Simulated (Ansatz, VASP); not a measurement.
Si: VASP beside Ansatz

```
CELL_PARAMETERS angstrom
3.85008 0.00000 0.00000
-1.92504 3.33427 0.00000
0.00000 0.00000 9.42796
ATOMIC_POSITIONS crystal
Si 0.00000 0.00000 0.99998
Si 0.00000 0.00000 0.25002
Si 0.33333 0.66667 0.33331
Si 0.33333 0.66667 0.58335
Si 0.66667 0.33333 0.66665
Si 0.66667 0.33333 0.91669
```

Alike in both runs: functional r2SCAN; k mesh 8 × 8 × 4; occupations gaussian, width 0.03 eV; no spin polarisation.

Ansatz relaxed the structure, and its values are those at the end. VASP's run is a single point on that final structure, the one shown.

```csv
,VASP,Ansatz
version,VASP 6.6.1,Ansatz 0.2.0
potentials or method,"VASP PAW PBE potentials, release 64 (Si)","scalar-relativistic, plane waves, PAW"
plane-wave cutoff (eV),520,500
valence electrons in the cell,24,24
```

```csv
,VASP,Ansatz,Ansatz less VASP
pressure (GPa),-0.2,0.0,+0.24
```

VASP's potentials were made for PBE, not for r2SCAN.
